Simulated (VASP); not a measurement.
# Cu (I4/mmm) in VASP: further runs, part 3 of 3

VASP 6.6.1. The steps go on from the part before.

## 4. Relaxation of cell and atoms, BLYP+D4

INCAR reads:

```
SYSTEM = Cu
PREC     = Accurate       ! precision mode
ENCUT    = 600            ! plane-wave cutoff, eV
EDIFF    = 1E-6           ! SCF threshold, eV
ISMEAR   = -1             ! smearing method
SIGMA    = 0.05           ! smearing width, eV
LREAL    = .FALSE.        ! projectors in reciprocal space
LASPH    = .TRUE.         ! aspherical terms in the spheres
NELM     = 100            ! most SCF steps
ALGO     = Normal         ! electronic algorithm
ISIF     = 3              ! what is computed and relaxed
LWAVE    = .FALSE.        ! write WAVECAR
LCHARG   = .FALSE.        ! write CHGCAR
GGA      = B5             ! functional
ALDAX    = 1.0          
AGGAX    = 1.0          
AGGAC    = 1.0          
ALDAC    = 0.0          
IVDW     = 13             ! dispersion correction
VDW_S6   = 1.0          
VDW_S8   = 2.34076671   
VDW_A1   = 0.44488865   
VDW_A2   = 4.0933009    
IBRION   = 2              ! ionic algorithm
NSW      = 60             ! ionic steps
EDIFFG   = -0.01          ! ionic threshold
```

KPOINTS reads:

```
Automatic mesh
0
G
  13 13 13
  0 0 0
```

POSCAR reads:

```
Cu
1.0
   -1.4427933200      1.4427933200      1.3760814500
    1.4427933200     -1.4427933200      1.3760814500
    1.4427933200      1.4427933200     -1.3760814500
Cu
1
Direct
    0.0000000000      0.0000000000      0.0000000000
```

Potentials or basis: VASP PAW PBE potentials, release 64 (Cu).

Started as:

```console
> cat potpaw_PBE.64/Cu/POTCAR > POTCAR
> mpirun -np 1 vasp_std > vasp.out
```

OUTCAR:

```text
SYSTEM = Cu
   PREC = Accurate
   ENCUT = 600
   EDIFF = 1E-6
   ISMEAR = -1
   LREAL = .FALSE.
   LASPH = .TRUE.
   NELM = 100
   ISIF = 3
   GGA = B5
   IVDW = 13
   IBRION = 2
   NSW = 60
   EDIFFG = -0.01

 ion  position               nearest neighbor table
   1  0.000  0.000  0.000-

  LATTYP: Found a body centered tetragonal cell.
 ALAT       =     2.8855866400
 C/A-ratio  =     0.9537620052

  Lattice vectors:

 A1 = (  -1.4427933200,   1.4427933200,   1.3760814500)
 A2 = (   1.4427933200,  -1.4427933200,   1.3760814500)
 A3 = (   1.4427933200,   1.4427933200,  -1.3760814500)

Analysis of symmetry for initial positions (statically):
=====================================================================
 Subroutine PRICEL returns:
 Original cell was already a primitive cell.

 Routine SETGRP: Setting up the symmetry group for a
 body centered tetragonal supercell.

 Subroutine GETGRP returns: Found 16 space group operations
 (whereof 16 operations were pure point group operations)
 out of a pool of 16 trial point group operations.

The static configuration has the point symmetry D_4h.

Analysis of symmetry for dynamics (positions and initial velocities):
=====================================================================
 Subroutine PRICEL returns:
 Original cell was already a primitive cell.

 Routine SETGRP: Setting up the symmetry group for a
 body centered tetragonal supercell.

 Subroutine GETGRP returns: Found 16 space group operations
 (whereof 16 operations were pure point group operations)
 out of a pool of 16 trial point group operations.

The dynamic configuration has the point symmetry D_4h.

 Subroutine INISYM returns: Found 16 space group operations
 (whereof 16 operations are pure point group operations),
 and found     1 'primitive' translations

----------------------------------------------------------------------------------------

                                     Primitive cell

  volume of cell :      11.4581

  direct lattice vectors                    reciprocal lattice vectors
    -1.442793320  1.442793320  1.376081450     0.000000000  0.346549983  0.363350585
     1.442793320 -1.442793320  1.376081450     0.346549983  0.000000000  0.363350585
     1.442793320  1.442793320 -1.376081450     0.346549983  0.346549983  0.000000000

  length of vectors
     2.461078074  2.461078074  2.461078074     0.502116060  0.502116060  0.490095685

  position of ions in fractional coordinates (direct lattice)
     0.000000000  0.000000000  0.000000000

  ion indices of the primitive-cell ions
   primitive index   ion index
                 1           1

----------------------------------------------------------------------------------------

 KPOINTS: Automatic mesh

Automatic generation of k-mesh.
 Grid dimensions read from file:
 generate k-points for:   13   13   13

 Generating k-lattice:

  Cartesian coordinates                     Fractional coordinates (reciprocal lattice)
     0.000000000  0.026657691  0.027950045     0.076923077 -0.000000000  0.000000000
     0.026657691  0.000000000  0.027950045    -0.000000000  0.076923077  0.000000000
     0.026657691  0.026657691  0.000000000     0.000000000  0.000000000  0.076923077

  Length of vectors
     0.038624312  0.038624312  0.037699668

  Shift w.r.t. Gamma in fractional coordinates (k-lattice)
     0.000000000  0.000000000  0.000000000

 Subroutine IBZKPT returns following result:
 ===========================================

 Found    196 irreducible k-points:

 Following reciprocal coordinates:
            Coordinates               Weight
  0.000000  0.000000  0.000000      1.000000
  0.076923  0.000000  0.000000      8.000000
  0.153846  0.000000  0.000000      8.000000
  0.230769 -0.000000  0.000000      8.000000
  0.307692  0.000000  0.000000      8.000000
  0.384615 -0.000000  0.000000      8.000000
[... 16 lines left out ...]
  0.384615  0.153846  0.000000     16.000000
  0.461538  0.153846  0.000000     16.000000
 [... further k-points ...]
   k-points           NKPTS =    196   k-points in BZ     NKDIM =    196   number of bands    NBANDS=      9
   number of dos      NEDOS =    301   number of ions     NIONS =      1
   total plane-waves  NPLWV =   8000
   dimension x,y,z NGX =    20 NGY =   20 NGZ =   20
   dimension x,y,z NGXF=    40 NGYF=   40 NGZF=   40
   ions per type =               1
   NGX,Y,Z   is equivalent  to a cutoff of  13.51, 13.51, 13.51 a.u.
   NGXF,Y,Z  is equivalent  to a cutoff of  27.02, 27.02, 27.02 a.u.
 SYSTEM =  Cu
   PREC   = accura    normal or accurate (medium, high low for compatibility)
   ISTART =      0    job   : 0-new  1-cont  2-samecut
   ICHARG =      2    charge: 1-file 2-atom 10-const
   ISPIN  =      1    spin polarized calculation?
   LNONCOLLINEAR =      F non collinear calculations
   LSORBIT =      F    spin-orbit coupling
   LASPH  =      T    aspherical Exc in radial PAW
   ENCUT  =  600.0 eV  44.10 Ry    6.64 a.u.   4.92  4.92  4.92*2*pi/ulx,y,z
   NELM   =    100;   NELMIN=  2; NELMDL= -5     # of ELM steps
   EDIFF  = 0.1E-05   stopping-criterion for ELM
   LREAL  =      F    real-space projection
   EDIFFG = -.1E-01   stopping-criterion for IOM
   NSW    =     60    number of steps for IOM
   IBRION =      2    ionic relax: 0-MD 1-quasi-New 2-CG
   NFREE  =      1    steps in history (QN), initial steepest desc. (CG)
   ISIF   =      3    stress and relaxation
   ISYM   =      2    0-nonsym 1-usesym 2-fastsym
   POTIM  = 0.5000    time-step for ionic-motion
   TEBEG  =    0.0;   TEEND  =   0.0 temperature during run
   PSTRESS=    0.0 pullay stress
   NELECT =      11.0000    total number of electrons
   NUPDOWN=      -1.0000    fix difference up-down
   EMIN   =  10.00;   EMAX   =-10.00  energy-range for DOS
   EFERMI =   0.00;   METHOD = LEGACY
   ISMEAR =    -1;   SIGMA  =   0.05  broadening in eV -4-tet -1-fermi 0-gaus
   EFERMI_NEDOS =   21; number of points for ismear=-14 and -15
   IALGO  =     38    algorithm
   IMIX   =      4    mixing-type and parameters
     AMIX     =   0.40;   BMIX     =  1.00
     AMIX_MAG =   1.60;   BMIX_MAG =  1.00
  volume/ion in A,a.u.               =      11.46        77.32
  Fermi-wavevector in a.u.,A,eV,Ry     =   1.614984  3.051878 35.486359  2.608174
  Thomas-Fermi vector in A             =   2.709805
   LORBIT       =      0    0 simple, 1 ext, 2 COOP (PROOUT), +10 PAW based schemes
   GGA     = B5    functional components
   LHFCALC =     F    Hartree Fock is set to
   AEXX    =    0.0000 exact exchange contribution
   IVDW    =    13    specifies the selected vdW correction
   LEPSILON=     F    determine dielectric tensor
   LRPA    =     F    only Hartree local field effects (RPA)
 conjugate gradient relaxation of ions
 non-spin polarized calculation
  energy-cutoff  :      600.00
  volume of cell :       11.46
 maximum number of plane-waves:       400
   NGX =  9   NGY =  9   NGZ =  9

--------------------------------------- Ionic step        1  -------------------------------------------

 number of electron      11.0000000 magnetization

 Free energy of the ion-electron system (eV)
  ---------------------------------------------------
  ext. energy  EPLUGINS =         0.00000000
  ---------------------------------------------------
  free energy    TOTEN  =        -2.89058621 eV

  energy without entropy =       -2.88793052  energy(sigma->0) =       -2.88925837

------------------------ aborting loop because EDIFF is reached ----------------------------------------

  DFT-D4 for vdW energy calculation

  Edisp (eV):   -1.12412
[... 186 lines left out ...]
--------------------------------------- Ionic step        6  -------------------------------------------

 number of electron      11.0000005 magnetization

 Free energy of the ion-electron system (eV)
  ---------------------------------------------------
  ext. energy  EPLUGINS =         0.00000000
  ---------------------------------------------------
  free energy    TOTEN  =        -2.90126706 eV

  energy without entropy =       -2.89846001  energy(sigma->0) =       -2.89986354

 E-fermi :   8.2818     XC(G=0): -12.2790

 val. band max:        8.2584701551   @ k =  -0.2308   0.4615   0.0769
 cond. band min:       8.3182801421   @ k =  -0.0769   0.4615   0.0769
 fundamental gap:      0.0598099870
 Fermi energy:         8.2817643282

 k-point     1 :       0.0000    0.0000    0.0000
  band No.  band energies     occupation
      1      -1.0733      2.00000
      2       4.8841      2.00000
      3       5.2128      2.00000
      4       5.2128      2.00000
      5       5.9262      2.00000
      6       6.2757      2.00000
      7      32.9052      0.00000
      8      32.9052      0.00000
      9      35.2769      0.00000
[... 265 lines left out ...]
 k-point    24 :       0.4615    0.1538    0.0000
  band No.  band energies     occupation
      1       3.5162      2.00000
      2       4.3333      2.00000
      3       5.5497      2.00000
      4       6.1068      2.00000
      5       6.4658      2.00000
      6       9.3161      0.00000
      7      14.0646      0.00000
      8      20.3182      0.00000
      9      25.5133      0.00000

 [... further k-points ...]

------------------------ aborting loop because EDIFF is reached ----------------------------------------

  DFT-D4 for vdW energy calculation

  Edisp (eV):   -1.11436
[... 24 lines left out ...]
  FREE ENERGIE OF THE ION-ELECTRON SYSTEM (eV)
  ---------------------------------------------------
  free  energy   TOTEN  =        -4.0156229470 eV

  energy  without entropy=       -4.0128159034  energy(sigma->0) =       -4.01421943

 reached required accuracy - stopping structural energy minimisation
```

Run time: 39 s. Hardware: 1 thread of Intel Xeon 6975P-C (Granite Rapids), shared host; peak memory 0.14 GiB.

What came out:

| Item | Value |
| --- | --- |
| Free energy | -4.0156 eV |
| Relaxed volume | 11.56 Å³/atom |
| Relaxed cell | a = 2.471 Å, b = 2.471 Å, c = 2.471 Å, α = 107.39°, β = 107.39°, γ = 113.71° |
| Space group after relaxing (to 0.05 Å) | I4/mmm (No. 139) |
| Energy gained by relaxing | 0.9 meV/atom |
| Ionic steps | 6 |
| Pressure after relaxing | -0.1 GPa |
| Dispersion energy per atom | -1.114 eV |

The path:
```tsv
step	energy change (eV)	largest force (eV/Å)	pressure (GPa)	volume (Å³)
1	0.0000	0.0000	1.19	11.46
2	-0.0003	0.0000	-0.71	11.60
3	-0.0004	0.0000	-0.14	11.55
4	-0.0005	0.0000	-0.13	11.55
5	-0.0008	0.0000	-0.12	11.56
6	-0.0009	0.0000	-0.09	11.56
```

Final structure:
```xyz
1
Lattice="-1.4628 1.4628 1.3508 1.4628 -1.4628 1.3508 1.4628 1.4628 -1.3508" Properties=species:S:1:pos:R:3 pbc="T T T"
Cu   -1.4628    1.4628    1.3508
```

Caveat: the PAW data sets were made with another functional, which shifts forces and pressure a little; pairwise dispersion overbinds metals, which lowers pressure and volume.

## 5. Single point, PBE

This run uses another cell than the first one, of 12.02 Å³/atom, 1.049 times its volume.

INCAR reads:

```
PREC = Accurate
ENCUT = 520
EDIFF = 1E-7
ISMEAR = -1
SIGMA = 0.05
LREAL = F
LASPH = T
NELM = 80
ALGO = Normal
ISIF = 2
LWAVE = F
LCHARG = F
GGA = PE
NBANDS = 12
```

KPOINTS reads:

```
regular mesh
0
Gamma
  13 13 13
```

POSCAR reads:

```
Cu
1.0
   -1.4735740177      1.4735740177      1.3842355155
    1.4735740177     -1.4735740177      1.3842355155
    1.4735740177      1.4735740177     -1.3842355155
Cu
1
Direct
    0.0000000000      0.0000000000      0.0000000000
```

Potentials or basis: VASP PAW PBE potentials, release 64 (Cu).

Started as:

```console
> cat potpaw_PBE.64/Cu/POTCAR > POTCAR
> mpirun -np 1 vasp_std > vasp.out
```

OUTCAR:

```text
PREC = Accurate
   ENCUT = 520
   EDIFF = 1E-7
   ISMEAR = -1
   LREAL = F
   LASPH = T
   NELM = 80
   ISIF = 2
   GGA = PE

 ion  position               nearest neighbor table
   1  0.000  0.000  0.000-

  LATTYP: Found a body centered tetragonal cell.
 ALAT       =     2.9471480354
 C/A-ratio  =     0.9393729116

  Lattice vectors:

 A1 = (  -1.4735740177,   1.4735740177,   1.3842355155)
 A2 = (   1.4735740177,  -1.4735740177,   1.3842355155)
 A3 = (   1.4735740177,   1.4735740177,  -1.3842355155)

Analysis of symmetry for initial positions (statically):
=====================================================================
 Subroutine PRICEL returns:
 Original cell was already a primitive cell.

 Routine SETGRP: Setting up the symmetry group for a
 body centered tetragonal supercell.

 Subroutine GETGRP returns: Found 16 space group operations
 (whereof 16 operations were pure point group operations)
 out of a pool of 16 trial point group operations.

The static configuration has the point symmetry D_4h.

[... 165 lines left out ...]
  band No.  band energies     occupation
      1      -1.8434      2.00000
      2       4.1790      2.00000
      3       4.4208      2.00000
      4       4.4208      2.00000
      5       5.1680      2.00000
      6       5.4243      2.00000
      7      31.5419      0.00000
      8      31.5419      0.00000
      9      33.2512      0.00000
     10      35.2442      0.00000
     11      35.2442      0.00000
     12      35.4228      0.00000
[... 331 lines left out ...]
 k-point    24 :       0.4615    0.1538   -0.0000
  band No.  band energies     occupation
      1       2.7889      2.00000
      2       3.6250      2.00000
      3       4.7049      2.00000
      4       5.2883      2.00000
      5       5.6105      2.00000
      6       8.2562      0.00000
      7      12.7566      0.00000
      8      19.1142      0.00000
      9      24.1696      0.00000
     10      30.3285      0.00000
     11      35.8807      0.00000
     12      38.5426      0.00000

 [... further k-points ...]

------------------------ aborting loop because EDIFF is reached ----------------------------------------

  FORCE on cell =-STRESS in cart. coord.  units (eV):
  Direction    XX          YY          ZZ          XY          YZ          ZX
  --------------------------------------------------------------------------------------
  -------------------------------------------------------------------------------------
  Total        0.0379079      0.0379079      0.0370263      0.0000000     -0.0000000      0.0000000
  in kB        5.0515734      5.0515734      4.9340947      0.0000000     -0.0000000      0.0000000
  external PRESSURE =       5.0124138 kB  Pullay stress =       0.0000000 kB

 VOLUME and BASIS-vectors are now :
 -----------------------------------------------------------------------------
  energy-cutoff  :      520.00
  volume of cell :       12.02
      direct lattice vectors                 reciprocal lattice vectors
    -1.473574018  1.473574018  1.384235515     0.000000000  0.339311086  0.361210209
     1.473574018 -1.473574018  1.384235515     0.339311086  0.000000000  0.361210209
     1.473574018  1.473574018 -1.384235515     0.339311086  0.339311086  0.000000000

 POSITION                                       TOTAL-FORCE (eV/Angst)
 -----------------------------------------------------------------------------------
      0.00000      0.00000      0.00000        -0.000000     -0.000000      0.000000
 -----------------------------------------------------------------------------------
    total drift:                               -0.000000     -0.000000      0.000000

  FREE ENERGIE OF THE ION-ELECTRON SYSTEM (eV)
  ---------------------------------------------------
  free  energy   TOTEN  =        -3.6985761619 eV

  energy  without entropy=       -3.6958756339  energy(sigma->0) =       -3.69722590
```

OSZICAR:

```text
N       E                     dE             d eps       ncg     rms          rms(c)
DAV:   1     0.435770819917E+02    0.43577E+02   -0.53935E+03  5212   0.153E+03
DAV:   2    -0.321598779092E+01   -0.46793E+02   -0.43259E+02  4828   0.206E+02
DAV:   3    -0.457426780788E+01   -0.13583E+01   -0.13491E+01  5508   0.402E+01
DAV:   4    -0.458267000556E+01   -0.84022E-02   -0.84006E-02  5252   0.283E+00
DAV:   5    -0.458274989777E+01   -0.79892E-04   -0.79891E-04  5524   0.280E-01    0.756E+00
DAV:   6    -0.408047982303E+01    0.50227E+00   -0.14114E+01  5448   0.711E+01    0.395E+00
DAV:   7    -0.371067720562E+01    0.36980E+00   -0.22729E+00  5504   0.286E+01    0.568E-01
DAV:   8    -0.370009713562E+01    0.10580E-01   -0.43988E-03  5460   0.967E-01    0.295E-01
DAV:   9    -0.369857931803E+01    0.15178E-02   -0.96202E-03  5700   0.170E+00    0.348E-02
DAV:  10    -0.369857674380E+01    0.25742E-05   -0.62388E-05  7060   0.136E-01    0.819E-03
DAV:  11    -0.369857616354E+01    0.58026E-06   -0.79510E-07  5736   0.155E-02    0.565E-04
DAV:  12    -0.369857616187E+01    0.16696E-08   -0.28164E-08  3164   0.254E-03
   1 F= -.36985762E+01 E0= -.36972259E+01  d E =-.270053E-02
```

stdout:

```text
POSCAR found type information on POSCAR Cu
 POSCAR found :  1 types and       1 ions
 scaLAPACK will be used
 LDA part: xc-table for (Slater+PW92), standard interpolation
 POSCAR, INCAR and KPOINTS ok, starting setup
 FFT: planning ... GRIDC
 FFT: planning ... GRID_SOFT
 FFT: planning ... GRID
 WAVECAR not read
 entering main loop
```

Wall time 16 s (1 thread of AMD EPYC 9R45 (Zen 5), shared host); peak memory 0.11 GiB.

What came out:

```yaml
Free_energy: -3.6986 eV
Pressure: 0.5 GPa
```

Levels at points of the mesh, in eV from the Fermi level:
```
           k point  band 3  band 4  band 5  band 6  band 7  band 8  band 9  band 10
(0.00, 0.00, 0.00)   -2.89   -2.89   -2.14   -1.89   24.23   24.23   25.94    27.93
```

## 6. Overview

```csv
task,level,cell,cutoff (eV),smearing,gap on the mesh (eV),pressure (GPa),relaxed volume (Å³/atom)
single point,PBE,"a = 2.461 Å, angles 108.2, 108.2, 112.0°, 1 atom",520,gaussian 0.027 eV,none,7.8,-
relaxation of cell and atoms,BLYP+D3(BJ),"relaxed from a = 2.461 Å, angles 108.2, 108.2, 112.0°, 1 atom",600,fermi-dirac 0.05 eV,none,0.1,11.21
relaxation of cell and atoms,BLYP+D4,"relaxed from a = 2.461 Å, angles 108.2, 108.2, 112.0°, 1 atom",600,fermi-dirac 0.05 eV,none,-0.1,11.56
single point,PBE,"a = 2.502 Å, angles 107.8, 107.8, 112.8°, 1 atom",520,fermi-dirac 0.05 eV,none,0.5,-
```

Alike in all rows: potentials or basis VASP PAW PBE potentials, release 64 (Cu); no spin polarisation; k mesh 13 × 13 × 13.

Caveats: the PAW data sets were made with another functional, which shifts forces and pressure a little (some runs); pairwise dispersion overbinds metals, which lowers pressure and volume (some runs).

Total energies depend on the potentials used, so only differences within one code and one set of settings carry meaning.
